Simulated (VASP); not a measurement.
Input of a VASP 6.6.1 run:

Contents of INCAR:

```
ALGO = Normal
EDIFF = 1E-7
EDIFFG = -0.04
ENCUT = 600
GGA = PE
GGA_COMPAT = False
IBRION = 2
ISIF = 3
ISMEAR = 0
LASPH = True
LCHARG = False
LREAL = False
LWAVE = False
NELM = 120
NELMIN = 4
NSW = 90
PREC = Accurate
SIGMA = 0.1
```

Contents of KPOINTS:

```
k-points
0
Gamma
  4 2 2
```

The input POSCAR:

```
Sr2Al2O
1.0
    4.1851973498      0.0000000000      0.0000000000
    0.0896434586      8.0877049379      0.0000000000
    0.5209930785      2.3140842906      8.0526567656
Sr Al O
4 4 2
Direct
    0.5364348141      0.1398630121      0.1918480168
    0.0171197181      0.5446804140      0.1957619359
    0.4635651859      0.8601369879      0.8081519832
    0.9828802819      0.4553195860      0.8042380641
    0.0032756527      0.8484060039      0.4694950289
    0.4953692256      0.3328737488      0.5263369339
    0.9967243473      0.1515939961      0.5305049711
    0.5046307744      0.6671262512      0.4736630661
    0.9455929974      0.7074637159      0.9115990022
    0.0544070026      0.2925362841      0.0884009978
```

Potentials or basis: VASP PAW PBE potentials, release 64 (Sr_sv, Al, O).

The run is started by

```bash
$ cat potpaw_PBE.64/Sr_sv/POTCAR potpaw_PBE.64/Al/POTCAR potpaw_PBE.64/O/POTCAR > POTCAR
$ mpirun -np 1 vasp_std > vasp.out
```

Predict the relaxed cell.

a = 4.037 Å, b = 8.270 Å, c = 8.610 Å, α = 75.11°, β = 89.89°, γ = 89.99°.

Estimate the band gap on the k mesh.

zero (bands 32 and 33 overlap by 0.76 eV).

Estimate the space group after relaxing (to 0.1 Å).

P-1 (No. 2).

Predict the relaxed volume.

27.78 Å³/atom.

Final structure:
```xyz
10
Lattice="4.0352 -0.0216 -0.1161 0.0437 8.2700 -0.0769 0.2680 2.2878 8.2960" Properties=species:S:1:pos:R:3 pbc="T T T"
Sr    2.1015    1.6412    1.5117
Sr    0.0804    4.9619    1.5565
Sr    2.2454    8.8950    6.5913
Sr    4.2665    5.5743    6.5465
Al    0.1628    8.1624    3.7829
Al    2.1781    4.0053    4.2988
Al    4.1841    2.3738    4.3201
Al    2.1688    6.5310    3.8042
O     4.2779    7.8614    7.4462
O     0.0691    2.6749    0.6568
```

Caveat: the k points lie up to 0.39 Å⁻¹ apart in the final cell, too coarse for converged energies and pressures of a metal.
